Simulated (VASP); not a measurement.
# Cu (Fm-3m) in VASP: a series of runs, part 2 of 2

VASP 6.6.1. Earlier steps stand in the parts before.

## (4) Relaxation of cell and atoms, PBEsol, target pressure 7 GPa, at which the enthalpy is minimised

File INCAR:

```
  PREC = Accurate
  ENCUT = 600
  EDIFF = 1E-6
  ISMEAR = -1
  SIGMA = 0.05
  LREAL = F
  LASPH = T
  NELM = 100
  ALGO = Normal
  ISIF = 3
  LWAVE = F
  LCHARG = F
  GGA = PS
  IBRION = 2
  NSW = 100
  EDIFFG = -0.002
  PSTRESS = 70.0
```

File KPOINTS:

```
regular mesh
0
Gamma
  26 26 26
```

File POSCAR:

```
Cu
1.0
    0.0000000000      1.7816532797      1.7816532797
    1.7816532797      0.0000000000      1.7816532797
    1.7816532797      1.7816532797      0.0000000000
Cu
1
Direct
    0.0000000000      0.0000000000      0.0000000000
```

Potentials or basis: VASP PAW PBE potentials, release 64 (Cu).

Started as:

```console
cat potpaw_PBE.64/Cu/POTCAR > POTCAR
mpirun -np 1 vasp_std > vasp.out
```

OUTCAR:

```text
PREC = Accurate
   ENCUT = 600
   EDIFF = 1E-6
   ISMEAR = -1
   LREAL = F
   LASPH = T
   NELM = 100
   ISIF = 3
   GGA = PS
   IBRION = 2
   NSW = 100
   EDIFFG = -0.002
   PSTRESS = 70.0

 ion  position               nearest neighbor table
   1  0.000  0.000  0.000-

  LATTYP: Found a face centered cubic cell.
 ALAT       =     3.5633065594

  Lattice vectors:

 A1 = (   0.0000000000,   1.7816532797,   1.7816532797)
 A2 = (   1.7816532797,   0.0000000000,   1.7816532797)
 A3 = (   1.7816532797,   1.7816532797,   0.0000000000)

Analysis of symmetry for initial positions (statically):
=====================================================================
 Subroutine PRICEL returns:
 Original cell was already a primitive cell.

 Routine SETGRP: Setting up the symmetry group for a
 face centered cubic supercell.

 Subroutine GETGRP returns: Found 48 space group operations
 (whereof 48 operations were pure point group operations)
 out of a pool of 48 trial point group operations.

The static configuration has the point symmetry O_h .

Analysis of symmetry for dynamics (positions and initial velocities):
[... 269 lines left out ...]

 number of electron      11.0000001 magnetization

------------------------ aborting loop because EDIFF is reached ----------------------------------------
[... 69 lines left out ...]
--------------------------------------- Ionic step       13  -------------------------------------------

 number of electron      11.0000001 magnetization

 Free energy of the ion-electron system (eV)
  ---------------------------------------------------
  ext. energy  EPLUGINS =         0.00000000
  ---------------------------------------------------
  free energy    TOTEN  =        -4.30162369 eV

  energy without entropy =       -4.29944180  energy(sigma->0) =       -4.30053274

 E-fermi :   8.3899     XC(G=0): -13.3605

 val. band max:        8.3887756285   @ k =   0.4615   0.2308   0.0000
 cond. band min:       8.3940121578   @ k =  -0.4615   0.1154   0.0385
 fundamental gap:      0.0052365294
 Fermi energy:         8.3898851152

 k-point     1 :       0.0000    0.0000    0.0000
  band No.  band energies     occupation
      1      -1.6054      2.00000
      2       5.1107      2.00000
      3       5.1107      2.00000
      4       5.1107      2.00000
      5       6.0472      2.00000
      6       6.0472      2.00000
      7      31.5752      0.00000
      8      34.7926      0.00000
      9      34.7926      0.00000
[... 265 lines left out ...]
 k-point    24 :       0.3846    0.0385    0.0000
  band No.  band energies     occupation
      1       2.3958      2.00000
      2       5.1331      2.00000
      3       5.1792      2.00000
      4       5.3762      2.00000
      5       6.5457      2.00000
      6       6.5494      2.00000
      7      15.8704      0.00000
      8      30.1517      0.00000
      9      30.6208      0.00000

 [... further k-points ...]

------------------------ aborting loop because EDIFF is reached ----------------------------------------

  FORCE on cell =-STRESS in cart. coord.  units (eV):
  Direction    XX          YY          ZZ          XY          YZ          ZX
  --------------------------------------------------------------------------------------
  -------------------------------------------------------------------------------------
  Total        0.4788830      0.4788830      0.4788830      0.0000000      0.0000000     -0.0000000
  in kB       70.1265964     70.1265964     70.1265964      0.0000000      0.0000000     -0.0000000
  external PRESSURE =       0.1265964 kB  Pullay stress =      70.0000000 kB
[... 20 lines left out ...]
  energy  without entropy=       -4.2994417983  energy(sigma->0) =       -4.30053274

  enthalpy is  TOTEN    =        -3.8236052346 eV   P V=        0.4780184510

 reached required accuracy - stopping structural energy minimisation
```

CONTCAR:

```text
Cu
   1.00000000000000
    -0.0000000000000000    1.7620128405882711    1.7620128405882711
     1.7620128405882711   -0.0000000000000000    1.7620128405882711
     1.7620128405882711    1.7620128405882711    0.0000000000000000
  Cu
     1
Direct
     0.0000000000000000    0.0000000000000000    0.0000000000000000

  0.00000000E+00  0.00000000E+00  0.00000000E+00
```

It took 77 s on 1 thread of Intel Xeon 6975P-C (Granite Rapids), shared host; peak memory 0.19 GiB.

What came out:

| Item | Value |
| --- | --- |
| Free energy | -4.3016 eV |
| Relaxed volume | 10.94 Å³/atom |
| Relaxed cell | a = 2.492 Å, b = 2.492 Å, c = 2.492 Å, α = 60.00°, β = 60.00°, γ = 60.00° |
| Space group after relaxing (to 0.1 Å) | Fm-3m (No. 225) |
| Energy change on relaxing (the run minimises the enthalpy) | +8.6 meV/atom |
| Ionic steps | 13 |
| Pressure after relaxing | 7.0 GPa |
| Band gap on the k mesh | zero (an odd number of electrons rules out a gap without spin polarisation) |

The path:
| step | energy change (eV) | largest force (eV/Å) | pressure (GPa) | volume (Å³) |
| --- | --- | --- | --- | --- |
| 1 | 0.0000 | 0.0000 | 0.87 | 11.31 |
| 2 | 0.0288 | 0.0000 | 13.30 | 10.62 |
| 3 | 0.0089 | 0.0000 | 7.03 | 10.93 |
| 4 | 0.0086 | 0.0000 | 6.90 | 10.94 |
| 5 | 0.0086 | 0.0000 | 7.05 | 10.94 |
| 6 | 0.0086 | 0.0000 | 6.83 | 10.94 |
| 7 | 0.0086 | 0.0000 | 6.88 | 10.94 |
| 8 | 0.0086 | 0.0000 | 6.88 | 10.94 |
| 9 | 0.0086 | 0.0000 | 6.89 | 10.94 |
| 10 | 0.0086 | 0.0000 | 6.90 | 10.94 |
| 11 | 0.0086 | 0.0000 | 6.91 | 10.94 |
| 12 | 0.0086 | 0.0000 | 6.95 | 10.94 |
| 13 | 0.0086 | 0.0000 | 7.01 | 10.94 |

Final structure:
```yaml
crystal:
  lattice:
    - [0.00000, 1.76201, 1.76201]
    - [1.76201, 0.00000, 1.76201]
    - [1.76201, 1.76201, 0.00000]
  atoms:
    - { symbol: Cu, position: [0.00000, 0.00000, 0.00000] }
```

Caveat: the cell is relaxed towards a set pressure, so the run minimises the enthalpy, not the energy; the PAW data sets were made with another functional, which shifts forces and pressure a little.

## (5) Summary

| cell | gap on the mesh (eV) | pressure (GPa) |
| --- | --- | --- |
| relaxed to 2 GPa | none | 2.0 |
| relaxed to 4 GPa | none | 4.0 |
| relaxed to 7 GPa | none | 7.0 |

Alike in all rows: task relaxation of cell and atoms; level PBEsol; potentials or basis VASP PAW PBE potentials, release 64 (Cu); no spin polarisation; k mesh 26 × 26 × 26; cutoff (eV) 600; smearing fermi-dirac 0.05 eV.

Caveats: the cell is relaxed towards a set pressure, so the run minimises the enthalpy, not the energy; the PAW data sets were made with another functional, which shifts forces and pressure a little.

Total energies depend on the potentials used, so only differences within one code and one set of settings carry meaning.
